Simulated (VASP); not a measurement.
A run of VASP 6.6.1 is set up as follows.

File INCAR:

```
AGGAC = 1.0
AGGAX = 1.0
ALDAC = 0.0
ALDAX = 1.0
ALGO = Normal
EDIFF = 1E-7
ENCUT = 520
GGA = B5
ISIF = 2
ISMEAR = -1
IVDW = 12
LASPH = T
LCHARG = F
LREAL = F
LWAVE = F
NBANDS = 11
NELM = 100
PREC = Accurate
SIGMA = 0.05
VDW_A1 = 0.4298
VDW_A2 = 4.2359
VDW_S6 = 1.0
VDW_S8 = 2.6996
```

The input KPOINTS:

```
k-points
0
Gamma
  13 13 8
```

Contents of POSCAR:

```
C
1.0
    2.1389629352     -1.2349383722     -0.0113699931
    2.1389629352      1.2349383722     -0.0113699931
   -1.4053388995      0.0000000000      3.2884467992
C
2
Direct
    0.1665901749      0.1665901749      0.9997707688
    0.8334098251      0.8334098251      0.0002292312
```

Potentials or basis: VASP PAW PBE potentials, release 64 (C).

Run with:

```sh
$ cat potpaw_PBE.64/C/POTCAR > POTCAR
$ mpirun -np 1 vasp_std > vasp.out
```

Estimate the dispersion energy per atom.

-0.305 eV.

What does it give for the pressure?

0.4 GPa.

Stress tensor (GPa, compression positive):
```
 0.58  0.00 -0.01
 0.00  0.58  0.00
-0.01  0.00 -0.09
```

Caveat: the PAW data sets were made with another functional, which shifts forces and pressure a little.
